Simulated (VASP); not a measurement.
**HfC: single point with PBEsol**

The system is HfC.

```xyz
4
Lattice="3.1841 0.0000 0.0000 -1.5920 2.7575 0.0000 0.0000 0.0000 5.0294" Properties=species:S:1:pos:R:3 pbc="T T T"
Hf    1.5920    0.9192    3.7720
Hf    0.0000    1.8383    1.2573
C     0.0000    0.0000    0.0000
C     0.0000    0.0000    2.5147
```

```
Program                : VASP 6.6.1
Task                   : single point
Functional             : PBEsol
Potentials or basis    : VASP PAW PBE potentials, release 64 (Hf_pv, C)
Cutoff                 : 520 eV
k mesh                 : 8 × 8 × 4
Occupations            : methfessel-paxton, width 0.05 eV
Spin                   : no spin polarisation
Dipole correction      : no
Further INCAR settings : ALGO = Normal; EDIFF = 1e-07; NBANDS = 22
```

```
Pressure               : 30.2 GPa
Band gap on the k mesh : zero (band 14 reaches 8.25 eV, above the bottom of band 15 at 7.23 eV)
```

Stress tensor (GPa, compression positive):
```
30.16  0.00  0.00
 0.00 30.16  0.00
 0.00  0.00 30.38
```

Levels at points of the mesh, in eV from the Fermi level:
| k point | band 11 | band 12 | band 13 | band 14 | band 15 | band 16 | band 17 | band 18 |
| --- | --- | --- | --- | --- | --- | --- | --- | --- |
| (0.00, 0.00, 0.00) | -3.35 | -1.28 | -1.28 | 1.00 | 1.55 | 1.55 | 2.24 | 2.24 |
| (0.50, 0.00, 0.00) | -3.86 | -3.48 | -1.98 | -0.85 | 1.63 | 5.00 | 5.56 | 5.59 |
| (0.00, 0.00, 0.50) | -2.90 | -2.90 | -2.90 | -2.90 | 4.55 | 4.55 | 4.55 | 4.55 |
| (0.50, 0.00, 0.50) | -3.46 | -3.46 | -2.50 | -2.50 | 1.56 | 1.56 | 5.59 | 5.59 |

Run time: 11 s on 1 thread of Intel(R) Xeon(R) 6975P-C (Granite Rapids), on a shared host, peak memory 0.17 GiB.

Caveat: the PAW data sets were made with another functional, which shifts forces and pressure a little; spin-orbit coupling is left out, which moves the levels of the heavy elements.
